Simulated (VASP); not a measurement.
# NaLaMnMoO6 (F-43m) in VASP: further runs

NaLaMnMoO6 is run at these levels: PBE, PBEsol+D3(BJ); tasks: single point.

Program: VASP 6.6.1. These are calculated values, not measurements. Logs are shortened: lines on timing, memory, paths and dates and some standing lists are left out, and cuts for length are marked.

**1. The cell of the first run**

Symmetry: F-43m, No. 216, cubic system. The conventional cell has a = 7.660 Å, b = 7.660 Å, c = 7.660 Å, α = 90.00°, β = 90.00°, γ = 90.00°. Within 3.6 Å of Na (site symmetry -43m) lie 12 O at 2.71 Å and 4 Mn at 3.32 Å and 4 Mo at 3.32 Å. La (site symmetry -43m) has 12 O at 2.71 Å and 4 Mn at 3.32 Å and 4 Mo at 3.32 Å within 3.6 Å. Mn (site symmetry -43m) has 6 O at 1.89 Å within 2.5 Å. Mo (site symmetry -43m) has 6 O at 1.94 Å within 2.6 Å. Within 2.5 Å of O (site symmetry 2mm) lie 1 Mn at 1.89 Å and 1 Mo at 1.94 Å.

**2. Single point, PBE, collinear spin, ferromagnetic start**

INCAR reads:

```
PREC = Accurate
ENCUT = 520
EDIFF = 1E-6
ISMEAR = -1
SIGMA = 0.05
LREAL = F
LASPH = T
NELM = 150
ALGO = Normal
ISIF = 2
LWAVE = F
LCHARG = F
ISPIN = 2
MAGMOM = 0 0 4 1 0 0 0 0 0 0
LORBIT = 11
LMAXMIX = 6
GGA = PE
NBANDS = 56
```

KPOINTS reads:

```
Automatic mesh
0
Gamma
  5 5 5
```

POSCAR reads:

```
NaLaMnMoO6
1.0
    0.0000000000      3.8298464776      3.8298464776
    3.8298464776      0.0000000000      3.8298464776
    3.8298464776      3.8298464776      0.0000000000
Na La Mn Mo O
1 1 1 1 6
Direct
    0.2500000000      0.2500000000      0.2500000000
    0.7500000000      0.7500000000      0.7500000000
    0.5000000000      0.5000000000      0.5000000000
    0.0000000000      0.0000000000      0.0000000000
    0.7462690848      0.2537309152      0.2537309152
    0.2537309152      0.2537309152      0.7462690848
    0.2537309152      0.7462690848      0.2537309152
    0.7462690848      0.2537309152      0.7462690848
    0.7462690848      0.7462690848      0.2537309152
    0.2537309152      0.7462690848      0.7462690848
```

Potentials or basis: VASP PAW PBE potentials, release 64 (Na_pv, La, Mn_pv, Mo_sv, O).

The run is started by

```
cat potpaw_PBE.64/Na_pv/POTCAR potpaw_PBE.64/La/POTCAR potpaw_PBE.64/Mn_pv/POTCAR potpaw_PBE.64/Mo_sv/POTCAR potpaw_PBE.64/O/POTCAR > POTCAR
mpirun -np 1 vasp_std > vasp.out
```

OUTCAR:

```text
PREC = Accurate
   ENCUT = 520
   EDIFF = 1E-6
   ISMEAR = -1
   LREAL = F
   LASPH = T
   NELM = 150
   ISIF = 2
   ISPIN = 2
   LORBIT = 11
   GGA = PE

 ion  position               nearest neighbor table
   1  0.250  0.250  0.250-
   2  0.750  0.750  0.750-   6 2.71   7 2.71  10 2.71   5 2.71   6 2.71   8 2.71   5 2.71   7 2.71
                             9 2.71   8 2.71   9 2.71  10 2.71   3 3.32   3 3.32   3 3.32   4 3.32
   3  0.500  0.500  0.500-   5 1.89   6 1.89   7 1.89   8 1.89   9 1.89  10 1.89   2 3.32   2 3.32
                             2 3.32   2 3.32
   4  0.000  0.000  0.000-   5 1.94   6 1.94   7 1.94   8 1.94   9 1.94  10 1.94   2 3.32   2 3.32
                             2 3.32   2 3.32
   5  0.746  0.254  0.254-   3 1.89   4 1.94   2 2.71   2 2.71
   6  0.254  0.254  0.746-   3 1.89   4 1.94   2 2.71   2 2.71
   7  0.254  0.746  0.254-   3 1.89   4 1.94   2 2.71   2 2.71
   8  0.746  0.254  0.746-   3 1.89   4 1.94   2 2.71   2 2.71
   9  0.746  0.746  0.254-   3 1.89   4 1.94   2 2.71   2 2.71
  10  0.254  0.746  0.746-   3 1.89   4 1.94   2 2.71   2 2.71

  LATTYP: Found a face centered cubic cell.
 ALAT       =     7.6596929552

  Lattice vectors:

 A1 = (   0.0000000000,   3.8298464776,   3.8298464776)
 A2 = (   3.8298464776,   0.0000000000,   3.8298464776)
 A3 = (   3.8298464776,   3.8298464776,   0.0000000000)

Analysis of symmetry for initial positions (statically):
=====================================================================
 Subroutine PRICEL returns:
 Original cell was already a primitive cell.

 Routine SETGRP: Setting up the symmetry group for a
 face centered cubic supercell.

 Subroutine GETGRP returns: Found 24 space group operations
 (whereof 24 operations were pure point group operations)
 out of a pool of 48 trial point group operations.

The static configuration has the point symmetry T_d .

Analysis of symmetry for dynamics (positions and initial velocities):
=====================================================================
 Subroutine PRICEL returns:
 Original cell was already a primitive cell.

 Routine SETGRP: Setting up the symmetry group for a
 face centered cubic supercell.

 Subroutine GETGRP returns: Found 24 space group operations
 (whereof 24 operations were pure point group operations)
 out of a pool of 48 trial point group operations.

The dynamic configuration has the point symmetry T_d .

Analysis of structural, dynamic, and magnetic symmetry:
[... 166 lines left out ...]
 Fermi energy:         8.3265612594

 spin component 1

 k-point     1 :       0.0000    0.0000    0.0000
  band No.  band energies     occupation
      1     -55.1558      1.00000
      2     -40.1419      1.00000
      3     -40.1419      1.00000
      4     -40.1419      1.00000
      5     -29.3839      1.00000
      6     -29.3839      1.00000
[... 539 lines left out ...]
     51      10.2851      0.00000
     52      10.3563      0.00000
 Fermi energy:         8.3265612594

 spin component 2

 k-point     1 :       0.0000    0.0000    0.0000
  band No.  band energies     occupation
      1     -54.6238      1.00000
      2     -42.1589      1.00000
      3     -42.1588      1.00000
      4     -42.1588      1.00000
      5     -28.8116      1.00000
      6     -28.8116      1.00000
[... 539 lines left out ...]
     51      10.2834      0.00000
     52      10.3251      0.00000
 [bands above 52 left out]

------------------------ aborting loop because EDIFF is reached ----------------------------------------

  FORCE on cell =-STRESS in cart. coord.  units (eV):
  Direction    XX          YY          ZZ          XY          YZ          ZX
  --------------------------------------------------------------------------------------
  -------------------------------------------------------------------------------------
  Total        3.7122940      3.7122940      3.7122940     -0.0000000     -0.0000000     -0.0000000
  in kB       52.9393811     52.9393811     52.9393811     -0.0000000     -0.0000000     -0.0000000
  external PRESSURE =      52.9393811 kB  Pullay stress =       0.0000000 kB

 VOLUME and BASIS-vectors are now :
 -----------------------------------------------------------------------------
  energy-cutoff  :      520.00
  volume of cell :      112.35
      direct lattice vectors                 reciprocal lattice vectors
     0.000000000  3.829846478  3.829846478    -0.130553536  0.130553536  0.130553536
     3.829846478  0.000000000  3.829846478     0.130553536 -0.130553536  0.130553536
     3.829846478  3.829846478  0.000000000     0.130553536  0.130553536 -0.130553536

 POSITION                                       TOTAL-FORCE (eV/Angst)
 -----------------------------------------------------------------------------------
      1.91492      1.91492      1.91492        -0.000000     -0.000000     -0.000000
      5.74477      5.74477      5.74477        -0.000000     -0.000000     -0.000000
      3.82985      3.82985      3.82985        -0.000000     -0.000000     -0.000000
      0.00000      0.00000      0.00000        -0.000000     -0.000000     -0.000000
      1.94350      3.82985      3.82985        -0.053387     -0.000000     -0.000000
      3.82985      3.82985      1.94350        -0.000000     -0.000000     -0.053387
      3.82985      1.94350      3.82985        -0.000000     -0.053387     -0.000000
      3.82985      5.71619      3.82985        -0.000000      0.053387     -0.000000
      3.82985      3.82985      5.71619        -0.000000     -0.000000      0.053387
      5.71619      3.82985      3.82985         0.053387     -0.000000     -0.000000
 -----------------------------------------------------------------------------------
    total drift:                               -0.000001     -0.000001     -0.000001

  FREE ENERGIE OF THE ION-ELECTRON SYSTEM (eV)
  ---------------------------------------------------
  free  energy   TOTEN  =       -78.4218925312 eV

  energy  without entropy=      -78.3899358082  energy(sigma->0) =      -78.40591417

 total charge

# of ion       s       p       d       f       tot
--------------------------------------------------
    1        0.036   5.977   0.000   0.000   6.013
    2        1.999   5.699   0.500   0.229   8.427
    3        0.335   6.448   5.074   0.000  11.857
    4        2.352   6.339   3.765   0.000  12.455
    5        1.564   3.490   0.000   0.000   5.053
    6        1.564   3.490   0.000   0.000   5.053
    7        1.564   3.490   0.000   0.000   5.053
    8        1.564   3.490   0.000   0.000   5.053
    9        1.564   3.490   0.000   0.000   5.053
   10        1.564   3.490   0.000   0.000   5.053
--------------------------------------------------
tot         14.104  45.400   9.339   0.229  69.072

 magnetization (x)

# of ion       s       p       d       f       tot
--------------------------------------------------
    1       -0.000  -0.000   0.000   0.000  -0.000
    2       -0.000  -0.001   0.012   0.023   0.034
    3       -0.008  -0.014  -1.839   0.000  -1.862
    4        0.010   0.012   0.718   0.000   0.739
    5        0.000  -0.009   0.000   0.000  -0.009
    6        0.000  -0.009   0.000   0.000  -0.009
    7        0.000  -0.009   0.000   0.000  -0.009
    8        0.000  -0.009   0.000   0.000  -0.009
    9        0.000  -0.009   0.000   0.000  -0.009
   10        0.000  -0.009   0.000   0.000  -0.009
--------------------------------------------------
tot          0.002  -0.055  -1.109   0.023  -1.140
```

OSZICAR:

```text
N       E                     dE             d eps       ncg     rms          rms(c)
DAV:   1     0.103451220504E+04    0.10345E+04   -0.39380E+04  2816   0.216E+03
DAV:   2     0.917549859506E+02   -0.94276E+03   -0.83284E+03  2352   0.536E+02
DAV:   3    -0.823494750157E+02   -0.17410E+03   -0.16361E+03  2808   0.208E+02
[... 12 lines left out ...]
DAV:  16    -0.784218587607E+02   -0.17534E-03   -0.45338E-04  3416   0.122E-01    0.145E-01
DAV:  17    -0.784218707611E+02   -0.12000E-04   -0.19937E-04  3472   0.683E-02    0.650E-02
DAV:  18    -0.784218936419E+02   -0.22881E-04   -0.60533E-05  3056   0.460E-02    0.549E-02
DAV:  19    -0.784218901677E+02    0.34742E-05   -0.15703E-05  2904   0.200E-02    0.221E-02
DAV:  20    -0.784218921824E+02   -0.20148E-05   -0.49022E-06  2408   0.132E-02    0.111E-02
DAV:  21    -0.784218925312E+02   -0.34882E-06   -0.13521E-06  1824   0.898E-03
   1 F= -.78421893E+02 E0= -.78405914E+02  d E =-.319567E-01  mag=    -1.1132
```

Wall time 4.6 min (1 thread of AMD EPYC 7R13 (Zen 3), shared host); peak memory 0.34 GiB.

What came out:

- Free energy: -78.4219 eV
- Pressure: 5.3 GPa
- Largest force: 0.053 eV/Å
- Net moment: -1.11 μB per cell
- Site moments: Na -0.00; La +0.03; Mn -1.86; Mo +0.74; O -0.01 μB
- Valence electrons inside the program's atomic spheres: Na 6.01; La 8.43; Mn 11.86; Mo 12.46; O 5.05

Forces in eV/Å, atoms in the order of the input:
```
Na   0.000  0.000  0.000
La   0.000  0.000  0.000
Mn   0.000  0.000  0.000
Mo   0.000  0.000  0.000
O   -0.053  0.000  0.000
O    0.000  0.000 -0.053
O    0.000 -0.053  0.000
O    0.000  0.053  0.000
O    0.000  0.000  0.053
O    0.053  0.000  0.000
```

Caveat: spin-orbit coupling is left out, which moves the levels of the heavy elements; a cell with one magnetic atom can't hold antiferromagnetic order, which such compounds often take; semilocal functionals often make such compounds metallic where correlation or magnetic order opens a gap, which also shifts bond lengths.

(Part 1 of 2 ends here.)
